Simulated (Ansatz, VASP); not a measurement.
# One calculation of Mo, two programs

```
Mo
1.0
    -1.58025    1.58025    1.58025
     1.58025   -1.58025    1.58025
     1.58025    1.58025   -1.58025
Mo
1
Cartesian
  0.0000 0.0000 0.0000
```

Alike in both runs: task single point; functional PBE; k mesh 18 × 18 × 18; occupations gaussian, width 0.05 eV; non-collinear spin, spin-orbit coupling.

```csv
,VASP,Ansatz
version,VASP 6.6.1,Ansatz 0.2.0
potentials or method,"VASP PAW PBE potentials, release 64 (Mo_sv), cutoff 520 eV","plane waves, PAW"
valence electrons in the cell,14,14
```

Ansatz gave:

```
pressure (GPa)           : 0.0
net moment per atom (μB) : 0.00
```

**Question.** Estimate VASP's values.

**Answer.** Pressure (GPa): 0.5; net moment per atom (μB): 0.00.

With one functional, cell and mesh, what is left measures potentials, basis and numerics.
